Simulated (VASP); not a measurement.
Wanted: the native input for a VASP 6.6.1 run.

- Task: single point
- Functional: LDA
- Potentials or basis: VASP PAW LDA potentials, release 64 (W_sv, Se)
- Cutoff: 520 eV
- k mesh: 12 × 12 × 2
- Occupations: gaussian, width 0.05 eV
- Spin: no spin polarisation
- Dipole correction: no
- Further INCAR settings: ALGO = Normal; EDIFF = 1e-06; NBANDS = 20

The structure of WSe2 lies in POSCAR:

```
WSe2
1.0
    3.3179375931      0.0000000000      0.0000000000
   -1.6589687966      2.8734182438      0.0000000000
    0.0000000000      0.0000000000     16.6581424200
W Se
1 2
Direct
    0.0000000000      0.0000000000      0.0000000000
    0.4089691414      0.7220359211      0.0997865200
    0.2576975252      0.6112974123      0.9002134800
```

This cell differs from its parent crystal: atoms displaced along a vibrational mode.

One way to write it, as run:

INCAR

```
PREC     = Accurate       # precision mode
ENCUT    = 520            # plane-wave cutoff, eV
EDIFF    = 1E-6           # SCF threshold, eV
ISMEAR   = 0              # smearing method
SIGMA    = 0.05           # smearing width, eV
LREAL    = F              # projectors in reciprocal space
LASPH    = T              # aspherical terms in the spheres
NELM     = 100            # most SCF steps
ALGO     = Normal         # electronic algorithm
ISIF     = 2              # what is computed and relaxed
LWAVE    = F              # write WAVECAR
LCHARG   = F              # write CHGCAR
GGA      = CA             # functional
NBANDS   = 20             # bands
```

KPOINTS

```
regular mesh
0
Gamma
  12 12 2
```

Potentials or basis: VASP PAW LDA potentials, release 64 (W_sv, Se).

Launch:

```sh
$ cat potpaw_LDA.64/W_sv/POTCAR potpaw_LDA.64/Se/POTCAR > POTCAR
$ mpirun -np 1 vasp_std > vasp.out
```

It gave:

- Largest force: 2.126 eV/Å
- Band gap on the k mesh: 1.43 eV

Caveat: the cell differs from its parent crystal (atoms displaced along a vibrational mode); there is no dipole correction, which matters where the two faces differ; spin-orbit coupling is left out, which moves the levels of the heavy elements.

Run time: 11 min on 1 thread of Intel(R) Xeon(R) Platinum 8259CL CPU @ 2.50GHz (Skylake/Cascade Lake), on a shared host, peak memory 0.58 GiB.
